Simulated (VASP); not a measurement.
# Os (P6_3/mmc) in VASP: notebook

Os is run at these levels: PBEsol; tasks: single point, relaxation of cell and atoms.

Program: VASP 6.6.1. These are calculated values, not measurements. Logs are shortened: lines on timing, memory, paths and dates and some standing lists are left out, and cuts for length are marked.

## 1. The cell of the first run

The structure is hexagonal, space group P6_3/mmc (No. 194). The conventional cell has a = 2.726 Å, b = 2.726 Å, c = 4.313 Å, α = 90.00°, β = 90.00°, γ = 120.00°. Within 3.5 Å of Os (site symmetry -6m2) lie 12 Os at 2.67 to 2.73 Å.

## 2. Single point, PBEsol

The input, INCAR:

```
PREC = Accurate
ENCUT = 520
EDIFF = 1E-6
ISMEAR = 0
SIGMA = 0.1
LREAL = F
LASPH = T
NELM = 80
ALGO = Normal
ISIF = 2
LWAVE = F
LCHARG = T
GGA = PS
LELF = T
LVHAR = T
NBANDS = 15
```

The input, KPOINTS:

```
regular mesh
0
Gamma
  9 9 5
```

The input, POSCAR:

```
Os
1.0
    2.7260646304      0.0000000000      0.0000000000
   -1.3630323152      2.3608412223      0.0000000000
    0.0000000000      0.0000000000      4.3134220339
Os
2
Direct
    0.3333333333      0.6666666667      0.2500000000
    0.6666666667      0.3333333333      0.7500000000
```

Potentials or basis: VASP PAW PBE potentials, release 64 (Os).

The run is started by

```console
$ cat potpaw_PBE.64/Os/POTCAR > POTCAR
$ mpirun -np 1 vasp_std > vasp.out
```

OUTCAR:

```text
PREC = Accurate
   ENCUT = 520
   EDIFF = 1E-6
   ISMEAR = 0
   LREAL = F
   LASPH = T
   NELM = 80
   ISIF = 2
   GGA = PS

 ion  position               nearest neighbor table
   1  0.333  0.667  0.250-   2 2.67   2 2.67   2 2.67   2 2.67   2 2.67   2 2.67
   2  0.667  0.333  0.750-   1 2.67   1 2.67   1 2.67   1 2.67   1 2.67   1 2.67

  LATTYP: Found a hexagonal cell.
 ALAT       =     2.7260646304
 C/A-ratio  =     1.5822889838

  Lattice vectors:

 A1 = (   2.7260646304,   0.0000000000,   0.0000000000)
 A2 = (  -1.3630323152,   2.3608412223,   0.0000000000)
 A3 = (   0.0000000000,   0.0000000000,   4.3134220339)

Analysis of symmetry for initial positions (statically):
=====================================================================
 Subroutine PRICEL returns:
 Original cell was already a primitive cell.

 Routine SETGRP: Setting up the symmetry group for a
 hexagonal supercell.

 Subroutine GETGRP returns: Found 24 space group operations
 (whereof 12 operations were pure point group operations)
 out of a pool of 24 trial point group operations.

The static configuration has the point symmetry D_3d.
 The point group associated with its full space group is D_6h.

Analysis of symmetry for dynamics (positions and initial velocities):
=====================================================================
 Subroutine PRICEL returns:
 Original cell was already a primitive cell.

 Routine SETGRP: Setting up the symmetry group for a
 hexagonal supercell.

 Subroutine GETGRP returns: Found 24 space group operations
 (whereof 12 operations were pure point group operations)
 out of a pool of 24 trial point group operations.

The dynamic configuration has the point symmetry D_3d.
 The point group associated with its full space group is D_6h.

 Subroutine INISYM returns: Found 24 space group operations
 (whereof 12 operations are pure point group operations),
 and found     1 'primitive' translations

----------------------------------------------------------------------------------------

                                     Primitive cell

  volume of cell :      27.7603

  direct lattice vectors                    reciprocal lattice vectors
     2.726064630  0.000000000  0.000000000     0.366829161  0.211788915  0.000000000
    -1.363032315  2.360841222  0.000000000     0.000000000  0.423577829  0.000000000
     0.000000000  0.000000000  4.313422034     0.000000000  0.000000000  0.231834491

  length of vectors
     2.726064630  2.726064630  4.313422034     0.423577829  0.423577829  0.231834491

  position of ions in fractional coordinates (direct lattice)
     0.333333333  0.666666667  0.250000000
     0.666666667  0.333333333  0.750000000

  ion indices of the primitive-cell ions
   primitive index   ion index
                 1           1
                 2           2

----------------------------------------------------------------------------------------

 KPOINTS: regular mesh

Automatic generation of k-mesh.
 Grid dimensions read from file:
 generate k-points for:    9    9    5

 Generating k-lattice:

  Cartesian coordinates                     Fractional coordinates (reciprocal lattice)
     0.040758796  0.023532102  0.000000000     0.111111111 -0.000000000  0.000000000
     0.000000000  0.047064203  0.000000000     0.000000000  0.111111111  0.000000000
     0.000000000  0.000000000  0.046366898     0.000000000  0.000000000  0.200000000

  Length of vectors
     0.047064203  0.047064203  0.046366898

  Shift w.r.t. Gamma in fractional coordinates (k-lattice)
     0.000000000  0.000000000  0.000000000

 Subroutine IBZKPT returns following result:
 ===========================================

 Found     36 irreducible k-points:

 Following reciprocal coordinates:
            Coordinates               Weight
  0.000000  0.000000  0.000000      1.000000
  0.111111 -0.000000  0.000000      6.000000
  0.222222 -0.000000  0.000000      6.000000
  0.333333 -0.000000  0.000000      6.000000
  0.444444 -0.000000  0.000000      6.000000
  0.111111  0.111111  0.000000      6.000000
[... 16 lines left out ...]
  0.333333  0.222222  0.200000     24.000000
  0.333333  0.333333  0.200000      4.000000
 [... further k-points ...]
   k-points           NKPTS =     36   k-points in BZ     NKDIM =     36   number of bands    NBANDS=     15
   number of dos      NEDOS =    301   number of ions     NIONS =      2
   total plane-waves  NPLWV =  12800
   dimension x,y,z NGX =    20 NGY =   20 NGZ =   32
   dimension x,y,z NGXF=    40 NGYF=   40 NGZF=   64
   ions per type =               2
   NGX,Y,Z   is equivalent  to a cutoff of  12.20, 12.20, 12.33 a.u.
   NGXF,Y,Z  is equivalent  to a cutoff of  24.39, 24.39, 24.67 a.u.
 SYSTEM =  unknown system
   PREC   = accura    normal or accurate (medium, high low for compatibility)
   ISTART =      0    job   : 0-new  1-cont  2-samecut
   ICHARG =      2    charge: 1-file 2-atom 10-const
   ISPIN  =      1    spin polarized calculation?
   LNONCOLLINEAR =      F non collinear calculations
   LSORBIT =      F    spin-orbit coupling
   LASPH  =      T    aspherical Exc in radial PAW
   ENCUT  =  520.0 eV  38.22 Ry    6.18 a.u.   5.07  5.07  8.02*2*pi/ulx,y,z
   NELM   =     80;   NELMIN=  2; NELMDL= -5     # of ELM steps
   EDIFF  = 0.1E-05   stopping-criterion for ELM
   LREAL  =      F    real-space projection
   EDIFFG = 0.1E-04   stopping-criterion for IOM
   NSW    =      0    number of steps for IOM
   IBRION =     -1    ionic relax: 0-MD 1-quasi-New 2-CG
   NFREE  =      0    steps in history (QN), initial steepest desc. (CG)
   ISIF   =      2    stress and relaxation
   ISYM   =      2    0-nonsym 1-usesym 2-fastsym
   POTIM  = 0.5000    time-step for ionic-motion
   TEBEG  =    0.0;   TEEND  =   0.0 temperature during run
   PSTRESS=    0.0 pullay stress
   NELECT =      16.0000    total number of electrons
   NUPDOWN=      -1.0000    fix difference up-down
   EMIN   =  10.00;   EMAX   =-10.00  energy-range for DOS
   EFERMI =   0.00;   METHOD = LEGACY
   ISMEAR =     0;   SIGMA  =   0.10  broadening in eV -4-tet -1-fermi 0-gaus
   EFERMI_NEDOS =   21; number of points for ismear=-14 and -15
   IALGO  =     38    algorithm
   IMIX   =      4    mixing-type and parameters
     AMIX     =   0.40;   BMIX     =  1.00
     AMIX_MAG =   1.60;   BMIX_MAG =  1.00
  volume/ion in A,a.u.               =      13.88        93.67
  Fermi-wavevector in a.u.,A,eV,Ry     =   1.362406  2.574574 25.254454  1.856150
  Thomas-Fermi vector in A             =   2.488898
   LORBIT       =      0    0 simple, 1 ext, 2 COOP (PROOUT), +10 PAW based schemes
   GGA     = PS    functional components
   LHFCALC =     F    Hartree Fock is set to
   AEXX    =    0.0000 exact exchange contribution
   IVDW    =     0    specifies the selected vdW correction
   LEPSILON=     F    determine dielectric tensor
   LRPA    =     F    only Hartree local field effects (RPA)
 non-spin polarized calculation
 Gauss-broadening in eV      SIGMA  =   0.10
  energy-cutoff  :      520.00
  volume of cell :       27.76
 maximum number of plane-waves:       760
   NGX = 11   NGY = 11   NGZ = 17

 number of electron      15.9999998 magnetization

 Free energy of the ion-electron system (eV)
  ---------------------------------------------------
  ext. energy  EPLUGINS =         0.00000000
  ---------------------------------------------------
  free energy    TOTEN  =       -24.51316016 eV

  energy without entropy =      -24.50663007  energy(sigma->0) =      -24.50989512

 E-fermi :   9.6179     XC(G=0): -14.1979

 val. band max:        9.6176927485   @ k =   0.1111   0.1111   0.4000
 cond. band min:       9.6470358334   @ k =   0.1111  -0.0000   0.4000
 fundamental gap:      0.0293430849
 Fermi energy:         9.6178855351

 k-point     1 :       0.0000    0.0000    0.0000
  band No.  band energies     occupation
      1      -1.6412      2.00000
      2       1.5205      2.00000
      3       6.3170      2.00000
      4       6.3170      2.00000
      5       6.5672      2.00000
      6       7.1692      2.00000
      7       7.1692      2.00000
      8       7.8631      2.00000
      9       7.8631      2.00000
     10       9.4086      1.99692
     11      11.1449      0.00000
     12      11.1449      0.00000
     13      18.5461      0.00000
     14      23.4601      0.00000
     15      26.1839      0.00000

 k-point     2 :       0.1111   -0.0000    0.0000
  band No.  band energies     occupation
      1      -1.1439      2.00000
      2       1.9535      2.00000
      3       5.5976      2.00000
      4       6.7612      2.00000
      5       6.8509      2.00000
      6       7.0799      2.00000
      7       7.2237      2.00000
      8       7.5265      2.00000
      9       7.5836      2.00000
     10       8.1807      2.00000
     11      11.3730      0.00000
     12      13.2889      0.00000
     13      18.4914      0.00000
     14      24.4521      0.00000
     15      26.7936      0.00000

 k-point     3 :       0.2222   -0.0000    0.0000
  band No.  band energies     occupation
      1       0.1608      2.00000
      2       2.7570      2.00000
      3       4.9730      2.00000
      4       5.2014      2.00000
      5       6.3617      2.00000
      6       6.8449      2.00000
      7       7.5704      2.00000
      8       8.0203      2.00000
      9       8.2903      2.00000
     10       8.7433      2.00000
     11      11.7712      0.00000
     12      16.2692      0.00000
     13      18.1847      0.00000
     14      24.5420      0.00000
     15      26.1517      0.00000

 k-point     4 :       0.3333   -0.0000    0.0000
  band No.  band energies     occupation
      1       1.5741      2.00000
      2       2.6170      2.00000
      3       3.7420      2.00000
      4       5.3983      2.00000
      5       6.2300      2.00000
      6       6.7037      2.00000
      7       7.1086      2.00000
      8       9.8043      0.00838
      9      10.0684      0.00000
     10      10.3583      0.00000
     11      12.0523      0.00000
     12      17.8688      0.00000
     13      19.1062      0.00000
     14      20.5554      0.00000
     15      23.9522      0.00000
[... 307 lines left out ...]
 k-point    22 :       0.2222    0.2222    0.2000
  band No.  band energies     occupation
      1       2.6385      2.00000
      2       3.2126      2.00000
      3       4.0856      2.00000
      4       4.3790      2.00000
      5       6.0027      2.00000
      6       6.4647      2.00000
      7       6.8406      2.00000
      8       9.3007      1.99999
      9      10.6621      0.00000
     10      11.5063      0.00000
     11      12.7525      0.00000
     12      16.7837      0.00000
     13      18.9637      0.00000
     14      20.9976      0.00000
     15      23.3237      0.00000

 k-point    23 :       0.3333    0.2222    0.2000
  band No.  band energies     occupation
      1       2.7003      2.00000
      2       3.6294      2.00000
      3       3.8604      2.00000
      4       4.5003      2.00000
      5       5.7613      2.00000
      6       6.5787      2.00000
      7       7.6844      2.00000
      8      10.2124      0.00000
      9      10.6684      0.00000
     10      11.8796      0.00000
     11      14.4486      0.00000
     12      16.0896      0.00000
     13      18.8225      0.00000
     14      19.5395      0.00000
     15      22.6085      0.00000

 k-point    24 :       0.3333    0.3333    0.2000
  band No.  band energies     occupation
      1       3.1474      2.00000
      2       3.8005      2.00000
      3       3.8005      2.00000
      4       4.7618      2.00000
      5       5.9205      2.00000
      6       5.9205      2.00000
      7       7.9338      2.00000
      8      10.2762      0.00000
      9      11.0448      0.00000
     10      11.0448      0.00000
     11      15.4003      0.00000
     12      15.4003      0.00000
     13      17.8891      0.00000
     14      22.3440      0.00000
     15      22.3440      0.00000

 [... further k-points ...]
[... 5 lines left out ...]
  --------------------------------------------------------------------------------------
  -------------------------------------------------------------------------------------
  Total        0.0949954      0.0949954      0.0867817     -0.0000000     -0.0000000      0.0000000
  in kB        5.4826191      5.4826191      5.0085733     -0.0000000     -0.0000000      0.0000000
  external PRESSURE =       5.3246039 kB  Pullay stress =       0.0000000 kB

 VOLUME and BASIS-vectors are now :
 -----------------------------------------------------------------------------
  energy-cutoff  :      520.00
  volume of cell :       27.76
      direct lattice vectors                 reciprocal lattice vectors
     2.726064630  0.000000000  0.000000000     0.366829161  0.211788915  0.000000000
    -1.363032315  2.360841222  0.000000000     0.000000000  0.423577829  0.000000000
     0.000000000  0.000000000  4.313422034     0.000000000  0.000000000  0.231834491

 POSITION                                       TOTAL-FORCE (eV/Angst)
 -----------------------------------------------------------------------------------
     -0.00000      1.57389      1.07836         0.000000      0.000000      0.000000
      1.36303      0.78695      3.23507        -0.000000      0.000000      0.000000
 -----------------------------------------------------------------------------------
    total drift:                               -0.000000      0.000000     -0.000000

  FREE ENERGIE OF THE ION-ELECTRON SYSTEM (eV)
  ---------------------------------------------------
  free  energy   TOTEN  =       -24.5131601621 eV

  energy  without entropy=      -24.5066300731  energy(sigma->0) =      -24.50989512
```

It took 7.2 s on 1 thread of Intel Xeon 6975P-C (Granite Rapids), shared host; peak memory 0.14 GiB.

What came out:

- Free energy: -24.5132 eV
- Pressure: 0.5 GPa
- Band gap on the k mesh: zero (band 8 reaches 11.48 eV, above the bottom of band 9 at 7.58 eV)

Caveat: the PAW data sets were made with another functional, which shifts forces and pressure a little; spin-orbit coupling is left out, which moves the levels of the heavy elements.

[end of part 1 of 2]
